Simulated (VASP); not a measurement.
A run of VASP 6.6.1 is set up as follows.

The input INCAR:

```
PREC = Accurate ; ENCUT = 520
EDIFF = 1E-6 ; ISMEAR = 0
SIGMA = 0.01 ; LREAL = F
LASPH = T ; NELM = 80
ALGO = Normal ; ISIF = 2
LWAVE = F ; LCHARG = F
GGA = PE ; NBANDS = 24
```

Contents of KPOINTS:

```
regular mesh
0
Gamma
  5 5 5
```

POSCAR

```
KMgF3
1.0
    3.6613789432      0.0000000000      0.0000000000
    0.0000000000      3.6613789432      0.0000000000
    0.0000000000      0.0000000000      3.6613789432
K Mg F
1 1 3
Direct
    0.5000000000      0.5000000000      0.5000000000
    0.0000000000      0.0000000000      0.0000000000
    0.5000000000      0.0000000000      0.0000000000
    0.0000000000      0.5000000000      0.0000000000
    0.0000000000      0.0000000000      0.5000000000
```

Potentials or basis: VASP PAW PBE potentials, release 64 (K_sv, Mg, F).

The run is started by

```bash
$ cat potpaw_PBE.64/K_sv/POTCAR potpaw_PBE.64/Mg/POTCAR potpaw_PBE.64/F/POTCAR > POTCAR
$ mpirun -np 1 vasp_std > vasp.out
```

(1) Predict the pressure.

(2) Predict the band gap on the k mesh.

Answers

(1) 40.0 GPa.

(2) 9.66 eV, indirect (least direct gap 9.85 eV).
